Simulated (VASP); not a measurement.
Here is a VASP 6.6.1 calculation.

Contents of INCAR:

```
ALGO = Normal ; EDIFF = 1E-6
EDIFFG = -0.04 ; ENCUT = 600
GGA = PE ; IBRION = 2
ISIF = 3 ; ISMEAR = 0
LASPH = True ; LCHARG = False
LREAL = False ; LWAVE = False
NELM = 60 ; NSW = 90
PREC = Accurate ; SIGMA = 0.1
```

The input KPOINTS:

```
k-points
0
Gamma
  6 6 6
```

Contents of POSCAR:

```
PbSe
1.0
    2.1598675900      1.2470001300      3.6528292000
   -2.1598675900      1.2470001300      3.6528292000
    0.0000000000     -2.4940002600      3.6528292000
Pb Se
1 1
Direct
    0.9813205000      0.9813205000      0.9813205000
    0.5186795000      0.5186795000      0.5186795000
```

Potentials or basis: VASP PAW PBE potentials, release 64 (Pb_d, Se).

Command:

```sh
$ cat potpaw_PBE.64/Pb_d/POTCAR potpaw_PBE.64/Se/POTCAR > POTCAR
$ mpirun -np 1 vasp_std > vasp.out
```

(1) What does it give for the band gap on the k mesh?

(2) Predict the space group after relaxing (to 0.1 Å).

Answers

(1) 0.48 eV.

(2) R3m (No. 160).

Caveat: spin-orbit coupling is left out, which moves the levels of the heavy elements.
